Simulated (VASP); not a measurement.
**Au: single point with PBE**

The system is Au.

```
Au
1.0
     5.80000    0.00000    0.00000
    -1.45000    2.51147    0.00000
     0.00000    0.00000    4.88000
Au
4
Direct
  0.16026 0.66871 0.74460
  0.66815 0.67184 0.74519
  0.33477 0.30674 0.26767
  0.83525 0.34805 0.24564
```

| Item | Value |
| --- | --- |
| Program | VASP 6.6.1 |
| Task | single point |
| Functional | PBE |
| Potentials or basis | VASP PAW PBE potentials, release 64 (Au) |
| Cutoff | 520 eV |
| k mesh | 4 × 7 × 4 |
| Occupations | fermi-dirac, width 0.08 eV |
| Spin | no spin polarisation |
| Dipole correction | no |
| Further INCAR settings | ALGO = Normal; EDIFF = 1e-07; NBANDS = 30 |

```
Pressure               : 2.2 GPa
Largest force          : 0.653 eV/Å
Band gap on the k mesh : zero (bands 22 and 23 overlap by 3.73 eV)
```

Forces on the atoms (eV/Å):
```
Au   0.240  0.024  0.500
Au  -0.186 -0.026  0.273
Au  -0.101  0.203 -0.613
Au   0.046 -0.201 -0.161
```

Stress tensor (GPa, compression positive):
```
 2.20 -1.23  0.06
-1.23  1.67 -0.25
 0.06 -0.25  2.72
```

Levels at points of the mesh, in eV from the Fermi level:
| k point | band 20 | band 21 | band 22 | band 23 | band 24 | band 25 |
| --- | --- | --- | --- | --- | --- | --- |
| (0.00, 0.00, 0.00) | -1.88 | -1.69 | -0.95 | 0.43 | 1.49 | 2.45 |
| (0.50, 0.00, 0.00) | -2.93 | -2.01 | -1.99 | 2.58 | 2.64 | 3.18 |
| (0.00, 0.00, 0.50) | -2.24 | -1.81 | -1.74 | 0.48 | 0.59 | 3.73 |
| (0.50, 0.00, 0.50) | -2.42 | -2.09 | -1.96 | -1.90 | -1.81 | 10.04 |

It took 2.3 min on 1 thread of Intel(R) Xeon(R) Platinum 8488C (Sapphire Rapids), with other jobs on the host, peak memory 0.24 GiB.

Caveat: spin-orbit coupling is left out, which moves the levels of the heavy elements.
